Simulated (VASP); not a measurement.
Here is a VASP 6.6.1 calculation.

Contents of POSCAR:

```
NiO
1.0
    0.0000000000      2.1113610877      2.1113610877
    2.1113610877      0.0000000000      2.1113610877
    2.1113610877      2.1113610877      0.0000000000
Ni O
1 1
Direct
    0.0000000000      0.0000000000      0.0000000000
    0.5000000000      0.5000000000      0.5000000000
```

Contents of INCAR.step1:

```
SYSTEM = NiO
ALGO = Normal
EDIFF = 1E-4
ENCUT = 520
GGA = PE
ISMEAR = -1
ISPIN = 2
LASPH = .True.
LCHARG = .False.
LDAU = .True.
LDAUJ = 0 0
LDAUL = 2 -1
LDAUTYPE = 2
LDAUU = 6 0
LMAXMIX = 4
LREAL = .False.
LWAVE = .True.
MAGMOM = 1 0
NBANDS = 19
NELM = 150
PREC = Accurate
SIGMA = 0.05
```

Contents of INCAR.step2:

```
SYSTEM = NiO
ALGO = Normal
EDIFF = 1E-7
ENCUT = 520
ISIF = 2
ISMEAR = -1
ISPIN = 2
ISTART = 1
LASPH = .True.
LCHARG = .False.
LDAU = .True.
LDAUJ = 0 0
LDAUL = 2 -1
LDAUPRINT = 1
LDAUTYPE = 2
LDAUU = 6 0
LMAXMIX = 4
LMIXTAU = .True.
LORBIT = 11
LREAL = .False.
LWAVE = .False.
MAGMOM = 1 0
METAGGA = R2SCAN
NBANDS = 19
NELM = 150
PREC = Accurate
SIGMA = 0.05
```

Contents of KPOINTS:

```
k-points
0
Gamma
  11 11 11
  0 0 0
```

Potentials or basis: VASP PAW PBE potentials, release 64 (Ni, O).

Run with:

```sh
$ cat potpaw_PBE.64/Ni/POTCAR potpaw_PBE.64/O/POTCAR > POTCAR
$ cp INCAR.step1 INCAR
$ mpirun -np 1 vasp_std > vasp.out
$ cp INCAR.step2 INCAR
$ mpirun -np 1 vasp_std > vasp.out
```

Question: Estimate the site moments.

Answer: Ni +1.88; O +0.13 μB.

Question: Predict the net moment.

Answer: 2.00 μB per cell.

Question: Estimate the pressure.

Answer: -8.3 GPa.

Question: Estimate the band gap on the k mesh.

Answer: 3.19 eV (least direct gap 4.05 eV).

Eigenvalues of the final occupation matrices:
| site | spin | trace | eigenvalues |
| --- | --- | --- | --- |
| site 1 d | 1 | 5.02 | 0.98 0.98 0.98 1.03 1.03 |
| site 1 d | 2 | 3.17 | 0.11 0.11 0.98 0.98 0.98 |

Caveat: the cell stands under tension; the PAW data sets were made with another functional, which shifts forces and pressure a little; an odd mesh through Γ misses points on the zone boundary, where band edges can lie; a cell with one magnetic atom can't hold antiferromagnetic order, which such compounds often take. The state reached can hang on the start; a lower one may exist.
